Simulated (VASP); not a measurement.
MgNiH, 3 atoms in the cell. It takes space group P4/mmm (No. 123, tetragonal). The conventional cell has a = 3.088 Å, b = 3.088 Å, c = 3.257 Å, α = 90.00°, β = 90.00°, γ = 90.00°. Mg (site symmetry 4/mmm) has 4 H at 2.18 Å and 8 Ni at 2.72 Å within 2.9 Å. Ni (site symmetry 4/mmm) has 2 H at 1.63 Å within 2.2 Å. Within 2.2 Å of H (site symmetry 4/mmm) lie 2 Ni at 1.63 Å and 4 Mg at 2.18 Å. 

| Quantity | Value |
| --- | --- |
| Program | VASP 6.6.1 |
| Task | single point |
| Functional | LDA |
| Potentials or basis | VASP PAW LDA potentials, release 64 (Mg, Ni, H) |
| Cutoff | 520 eV |
| k mesh | 11 × 11 × 10 |
| Occupations | fermi-dirac, width 0.1 eV |
| Spin | collinear spin, ferromagnetic start |
| Starting moments | [0.01, 0.25, 0.01] μB |
| Fixed moment | 0.4 μB |
| Dipole correction | no |
| Further INCAR settings | ALGO = Normal; EDIFF = 1e-06; NBANDS = 18 |

Potentials or basis: VASP PAW LDA potentials, release 64 (Mg, Ni, H).

Command:

```sh
$ cat potpaw_LDA.64/Mg/POTCAR potpaw_LDA.64/Ni/POTCAR potpaw_LDA.64/H/POTCAR > POTCAR
$ mpirun -np 1 vasp_std > vasp.out
```

Hardware: 1 thread of Oxide Virtual Turin-like Processor, with other jobs on the host.

How long does it take, and how much memory?

Wall time 65 s on 1 thread of Oxide Virtual Turin-like Processor, with other jobs on the host, peak memory 0.19 GiB. Counts: scf iterations 13, k points 126.
